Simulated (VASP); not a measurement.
# GeSb4Te4 in VASP: single point with PBE

Aim: the single point of GeSb4Te4 with PBE.

All numbers are computed with VASP 6.6.1; they aren't measurements. Logs are shortened: lines on timing, memory, paths and dates and some standing lists are left out, and cuts for length are marked.

### 1 The cell of the first run

The typed cell holds 9 atoms: a = 4.330 Å, b = 4.330 Å, c = 17.825 Å, α = 83.02°, β = 83.02°, γ = 60.00°.

### 2 Single point, PBE

INCAR

```
SYSTEM = GeSb4Te4
ALGO = Normal ; EDIFF = 1E-6
ENCUT = 520 ; GGA = PE
ISIF = 2 ; ISMEAR = 0
LASPH = .TRUE. ; LCHARG = .FALSE.
LREAL = .FALSE. ; LWAVE = .FALSE.
NBANDS = 39 ; NELM = 80
PREC = Accurate ; SIGMA = 0.03
```

KPOINTS

```
k-points
0
G
  9 9 2
  0 0 0
```

POSCAR

```
GeSb4Te4
1.0
   -4.3299846501      0.0000000000      0.0000000000
   -2.1649923251     -3.7498767050      0.0000000000
   -2.1647758258     -1.2498339058     17.6486093019
Ge Sb Te
1 4 4
Direct
   -0.2063293650     -0.2063293650      0.6190500000
    0.2789557053      0.2789557053      0.1631491990
    0.6416855647      0.6416855647      0.0749508010
    0.5300742103      0.5300742103      0.4098183509
    0.0572670597      0.0572670597      0.8282816491
    0.1588279593      0.1588279593      0.5235684789
    0.4285133107      0.4285133107      0.7145315211
    0.8956715293      0.8956715293      0.3130167137
   -0.3083302593     -0.3083302593      0.9250832863
```

Potentials or basis: VASP PAW PBE potentials, release 64 (Ge_d, Sb, Te).

Started as:

```sh
$ cat potpaw_PBE.64/Ge_d/POTCAR potpaw_PBE.64/Sb/POTCAR potpaw_PBE.64/Te/POTCAR > POTCAR
$ mpirun -np 1 vasp_std > vasp.out
```

OUTCAR:

```text
SYSTEM = GeSb4Te4
   EDIFF = 1E-6
   ENCUT = 520
   GGA = PE
   ISIF = 2
   ISMEAR = 0
   LASPH = .TRUE.
   LREAL = .FALSE.
   NELM = 80
   PREC = Accurate

 ion  position               nearest neighbor table
   1  0.794  0.794  0.619-   6 3.01   7 3.01   7 3.01   6 3.01   6 3.01   7 3.01
   2  0.279  0.279  0.163-   3 2.94   3 2.94   3 2.94   8 3.64   8 3.64   8 3.64
   3  0.642  0.642  0.075-   9 2.64   2 2.94   2 2.94   2 2.94
   4  0.530  0.530  0.410-   8 3.03   8 3.03   8 3.03   6 3.21   6 3.21   6 3.21
   5  0.057  0.057  0.828-   9 3.03   9 3.03   9 3.03   7 3.21   7 3.21   7 3.21
   6  0.159  0.159  0.524-   1 3.01   1 3.01   1 3.01   4 3.21   4 3.21   4 3.21
   7  0.429  0.429  0.715-   1 3.01   1 3.01   1 3.01   5 3.21   5 3.21   5 3.21
   8  0.896  0.896  0.313-   4 3.03   4 3.03   4 3.03   2 3.64   2 3.64   2 3.64
   9  0.692  0.692  0.925-   3 2.64   5 3.03   5 3.03   5 3.03

  LATTYP: Found a trigonal (rhomboedric) cell.
 ALAT       =    17.8247510350
 COS(alpha) =     0.9704950766

  Lattice vectors:

 A1 = (  -2.1647758258,  -1.2498339058,  17.6486093019)
 A2 = (   2.1652088243,  -1.2498339058,  17.6486093019)
 A3 = (   0.0002164993,   2.5000427992,  17.6486093019)

Analysis of symmetry for initial positions (statically):
=====================================================================
 Subroutine PRICEL returns:
 Original cell was already a primitive cell.

 Routine SETGRP: Setting up the symmetry group for a
 trigonal (rhombohedral) supercell.

 Subroutine GETGRP returns: Found  2 space group operations
 (whereof  2 operations were pure point group operations)
 out of a pool of 12 trial point group operations.

The static configuration has the point symmetry C_1h.

Analysis of symmetry for dynamics (positions and initial velocities):
=====================================================================
 Subroutine PRICEL returns:
 Original cell was already a primitive cell.

 Routine SETGRP: Setting up the symmetry group for a
 trigonal (rhombohedral) supercell.

 Subroutine GETGRP returns: Found  2 space group operations
 (whereof  2 operations were pure point group operations)
 out of a pool of 12 trial point group operations.

The dynamic configuration has the point symmetry C_1h.

 Subroutine INISYM returns: Found  2 space group operations
 (whereof  2 operations are pure point group operations),
 and found     1 'primitive' translations

----------------------------------------------------------------------------------------

                                     Primitive cell

  volume of cell :     286.5589

  direct lattice vectors                    reciprocal lattice vectors
    -4.329984650  0.000000000  0.000000000    -0.230947701  0.133337717 -0.018885341
    -2.164992325 -3.749876705  0.000000000     0.000000000 -0.266675435 -0.018885341
    -2.164775826 -1.249833906 17.648609302     0.000000000  0.000000000  0.056661688

  length of vectors
     4.329984650  4.329984650 17.824751035     0.267343306  0.267343306  0.056661688

  position of ions in fractional coordinates (direct lattice)
     0.793670635  0.793670635  0.619050000
     0.278955705  0.278955705  0.163149199
     0.641685565  0.641685565  0.074950801
     0.530074210  0.530074210  0.409818351
     0.057267060  0.057267060  0.828281649
     0.158827959  0.158827959  0.523568479
     0.428513311  0.428513311  0.714531521
     0.895671529  0.895671529  0.313016714
     0.691669741  0.691669741  0.925083286

  ion indices of the primitive-cell ions
   primitive index   ion index
                 1           1
                 2           2
                 3           3
                 4           4
                 5           5
                 6           6
                 7           7
                 8           8
                 9           9

----------------------------------------------------------------------------------------

 KPOINTS: k-points

Automatic generation of k-mesh.
 Grid dimensions read from file:
 generate k-points for:    9    9    2

 Generating k-lattice:

  Cartesian coordinates                     Fractional coordinates (reciprocal lattice)
    -0.025660856  0.014815302 -0.002098371     0.111111111 -0.000000000  0.000000000
     0.000000000 -0.029630604 -0.002098371     0.000000000  0.111111111  0.000000000
     0.000000000  0.000000000  0.028330844     0.000000000  0.000000000  0.500000000

  Length of vectors
     0.029704812  0.029704812  0.028330844

  Shift w.r.t. Gamma in fractional coordinates (k-lattice)
     0.000000000  0.000000000  0.000000000

 -----------------------------------------------------------------------------
|                                                                             |
|           W    W    AA    RRRRR   N    N  II  N    N   GGGG   !!!           |
|           W    W   A  A   R    R  NN   N  II  NN   N  G    G  !!!           |
|           W    W  A    A  R    R  N N  N  II  N N  N  G       !!!           |
|           W WW W  AAAAAA  RRRRR   N  N N  II  N  N N  G  GGG   !            |
|           WW  WW  A    A  R   R   N   NN  II  N   NN  G    G                |
|           W    W  A    A  R    R  N    N  II  N    N   GGGG   !!!           |
|                                                                             |
|     Your reciprocal lattice and k-lattice belong to different lattice       |
|     classes:                                                                |
|                                                                             |
|        The reciprocal lattice is rhombohedral (trigonal),                   |
|        whereas your k-lattice is base-centered monoclinic.                  |
|                                                                             |
|     Results are often still useful ...                                      |
|                                                                             |
 -----------------------------------------------------------------------------

 WARNING: IBZKPT: internal override: KBLOWUP is changed to .FALSE.
      ... skipping the blow-up phase ...

 Subroutine IBZKPT returns following result:
 ===========================================

 Found     50 irreducible k-points:

 Following reciprocal coordinates:
            Coordinates               Weight
  0.000000  0.000000  0.000000      1.000000
  0.111111  0.000000 -0.000000      4.000000
  0.222222  0.000000 -0.000000      4.000000
  0.333333 -0.000000 -0.000000      4.000000
  0.444444  0.000000 -0.000000      4.000000
  0.111111  0.111111 -0.000000      2.000000
[... 16 lines left out ...]
 -0.333333  0.333333  0.000000      2.000000
  0.444444  0.444444 -0.000000      2.000000
 [... further k-points ...]
   k-points           NKPTS =     50   k-points in BZ     NKDIM =     50   number of bands    NBANDS=     39
   number of dos      NEDOS =    301   number of ions     NIONS =      9
   total plane-waves  NPLWV = 143360
   dimension x,y,z NGX =    32 NGY =   32 NGZ =  140
   dimension x,y,z NGXF=    64 NGYF=   64 NGZF=  280
   ions per type =               1   4   4
   NGX,Y,Z   is equivalent  to a cutoff of  12.29, 12.29, 13.06 a.u.
   NGXF,Y,Z  is equivalent  to a cutoff of  24.57, 24.57, 26.11 a.u.
 SYSTEM =  GeSb4Te4
   PREC   = accura    normal or accurate (medium, high low for compatibility)
   ISTART =      0    job   : 0-new  1-cont  2-samecut
   ICHARG =      2    charge: 1-file 2-atom 10-const
   ISPIN  =      1    spin polarized calculation?
   LNONCOLLINEAR =      F non collinear calculations
   LSORBIT =      F    spin-orbit coupling
   LASPH  =      T    aspherical Exc in radial PAW
   ENCUT  =  520.0 eV  38.22 Ry    6.18 a.u.   8.05  8.05 33.14*2*pi/ulx,y,z
   NELM   =     80;   NELMIN=  2; NELMDL= -5     # of ELM steps
   EDIFF  = 0.1E-05   stopping-criterion for ELM
   LREAL  =      F    real-space projection
   EDIFFG = 0.1E-04   stopping-criterion for IOM
   NSW    =      0    number of steps for IOM
   IBRION =     -1    ionic relax: 0-MD 1-quasi-New 2-CG
   NFREE  =      0    steps in history (QN), initial steepest desc. (CG)
   ISIF   =      2    stress and relaxation
   ISYM   =      2    0-nonsym 1-usesym 2-fastsym
   POTIM  = 0.5000    time-step for ionic-motion
   TEBEG  =    0.0;   TEEND  =   0.0 temperature during run
   PSTRESS=    0.0 pullay stress
   NELECT =      58.0000    total number of electrons
   NUPDOWN=      -1.0000    fix difference up-down
   EMIN   =  10.00;   EMAX   =-10.00  energy-range for DOS
   EFERMI =   0.00;   METHOD = LEGACY
   ISMEAR =     0;   SIGMA  =   0.03  broadening in eV -4-tet -1-fermi 0-gaus
   EFERMI_NEDOS =   21; number of points for ismear=-14 and -15
   IALGO  =     38    algorithm
   IMIX   =      4    mixing-type and parameters
     AMIX     =   0.40;   BMIX     =  1.00
     AMIX_MAG =   1.60;   BMIX_MAG =  1.00
  volume/ion in A,a.u.               =      31.84       214.87
  Fermi-wavevector in a.u.,A,eV,Ry     =   0.961198  1.816401 12.570446  0.923902
  Thomas-Fermi vector in A             =   2.090549
   LORBIT       =      0    0 simple, 1 ext, 2 COOP (PROOUT), +10 PAW based schemes
   GGA     = PE    functional components
   LHFCALC =     F    Hartree Fock is set to
   AEXX    =    0.0000 exact exchange contribution
   IVDW    =     0    specifies the selected vdW correction
   LEPSILON=     F    determine dielectric tensor
   LRPA    =     F    only Hartree local field effects (RPA)
 non-spin polarized calculation
 Gauss-broadening in eV      SIGMA  =   0.03
  energy-cutoff  :      520.00
  volume of cell :      286.56
 maximum number of plane-waves:      7743
   NGX = 17   NGY = 17   NGZ = 67

 number of electron      58.0000004 magnetization

 Free energy of the ion-electron system (eV)
  ---------------------------------------------------
  ext. energy  EPLUGINS =         0.00000000
  ---------------------------------------------------
  free energy    TOTEN  =       -33.29009350 eV

  energy without entropy =      -33.28859339  energy(sigma->0) =      -33.28934345

 E-fermi :   6.4804     XC(G=0):  -9.2292

 val. band max:        6.4661858813   @ k =   0.3333  -0.0000   0.5000
 cond. band min:       6.4910313727   @ k =   0.1111   0.0000   0.5000
 fundamental gap:      0.0248454914
 Fermi energy:         6.4803606242

 k-point     1 :       0.0000    0.0000    0.0000
  band No.  band energies     occupation
      1     -18.6651      2.00000
      2     -18.6639      2.00000
      3     -18.6600      2.00000
      4     -18.6594      2.00000
      5     -18.6574      2.00000
      6      -7.0557      2.00000
[... 31 lines left out ...]
     38       8.2058      0.00000
     39       8.5100      0.00000

 k-point     2 :       0.1111    0.0000   -0.0000
  band No.  band energies     occupation
      1     -18.6652      2.00000
      2     -18.6639      2.00000
      3     -18.6599      2.00000
      4     -18.6593      2.00000
      5     -18.6574      2.00000
      6      -6.9645      2.00000
[... 31 lines left out ...]
     38       8.5229      0.00000
     39       8.7062      0.00000

 k-point     3 :       0.2222    0.0000   -0.0000
  band No.  band energies     occupation
      1     -18.6658      2.00000
      2     -18.6639      2.00000
      3     -18.6596      2.00000
      4     -18.6589      2.00000
      5     -18.6573      2.00000
      6      -6.7082      2.00000
[... 832 lines left out ...]
 k-point    23 :      -0.3333    0.3333    0.0000
  band No.  band energies     occupation
      1     -18.6658      2.00000
      2     -18.6649      2.00000
      3     -18.6588      2.00000
      4     -18.6585      2.00000
      5     -18.6569      2.00000
      6      -5.8786      2.00000
[... 31 lines left out ...]
     38      10.3564      0.00000
     39      10.7881      0.00000

 k-point    24 :       0.4444    0.4444   -0.0000
  band No.  band energies     occupation
      1     -18.6659      2.00000
      2     -18.6644      2.00000
      3     -18.6600      2.00000
      4     -18.6586      2.00000
      5     -18.6562      2.00000
      6      -6.0686      2.00000
[... 31 lines left out ...]
     38       9.3845      0.00000
     39       9.4464      0.00000

 [... further k-points ...]

------------------------ aborting loop because EDIFF is reached ----------------------------------------

  FORCE on cell =-STRESS in cart. coord.  units (eV):
  Direction    XX          YY          ZZ          XY          YZ          ZX
  --------------------------------------------------------------------------------------
  -------------------------------------------------------------------------------------
  Total        1.1678083      1.0020463     10.4303336      0.1435541     -0.0216596     -0.0375155
  in kB        6.5293253      5.6025345     58.3169696      0.8026244     -0.1211008     -0.2097527
  external PRESSURE =      23.4829431 kB  Pullay stress =       0.0000000 kB

 VOLUME and BASIS-vectors are now :
 -----------------------------------------------------------------------------
  energy-cutoff  :      520.00
  volume of cell :      286.56
      direct lattice vectors                 reciprocal lattice vectors
    -4.329984650  0.000000000  0.000000000    -0.230947701  0.133337717 -0.018885341
    -2.164992325 -3.749876705  0.000000000     0.000000000 -0.266675435 -0.018885341
    -2.164775826 -1.249833906 17.648609302     0.000000000  0.000000000  0.056661688

 POSITION                                       TOTAL-FORCE (eV/Angst)
 -----------------------------------------------------------------------------------
     -6.49498     -3.74988     10.92537        -0.005808     -0.003353     -0.075567
     -2.16499     -1.24996      2.87936        -0.011305     -0.006527      0.503921
     -4.32998     -2.49992      1.32278         0.013359      0.007713      2.755882
     -4.32998     -2.49992      7.23272         0.003070      0.001772      0.091531
     -2.16499     -1.24996     14.61802         0.002474      0.001428     -0.820855
     -2.16499     -1.24996      9.24026         0.000666      0.000385      0.016767
     -4.32998     -2.49992     12.61049         0.004159      0.002401      0.068273
     -6.49498     -3.74988      5.52431         0.003467      0.002002     -0.177372
     -6.49498     -3.74988     16.32643        -0.010082     -0.005821     -2.362580
 -----------------------------------------------------------------------------------
    total drift:                                0.000176      0.000102      0.000049

  FREE ENERGIE OF THE ION-ELECTRON SYSTEM (eV)
  ---------------------------------------------------
  free  energy   TOTEN  =       -33.2900934974 eV

  energy  without entropy=      -33.2885933936  energy(sigma->0) =      -33.28934345
```

It took 15 min on 1 thread of Oxide Virtual Turin-like, shared host; peak memory 0.68 GiB.

Results:

```
Free energy            : -33.2901 eV
Pressure               : 2.3 GPa
Largest force          : 2.756 eV/Å
Band gap on the k mesh : zero (band 29 reaches 6.64 eV, above the bottom of band 30 at 6.45 eV)
```

Forces in eV/Å, atoms in the order of the input:
```
Ge  -0.006 -0.003 -0.076
Sb  -0.011 -0.007  0.504
Sb   0.013  0.008  2.756
Sb   0.003  0.002  0.092
Sb   0.002  0.001 -0.821
Te   0.001  0.000  0.017
Te   0.004  0.002  0.068
Te   0.003  0.002 -0.177
Te  -0.010 -0.006 -2.363
```

Caveat: spin-orbit coupling is left out, which moves the levels of the heavy elements; forces of over 1 eV/Å act on the atoms, so gaps and moduli don't describe the material at rest.
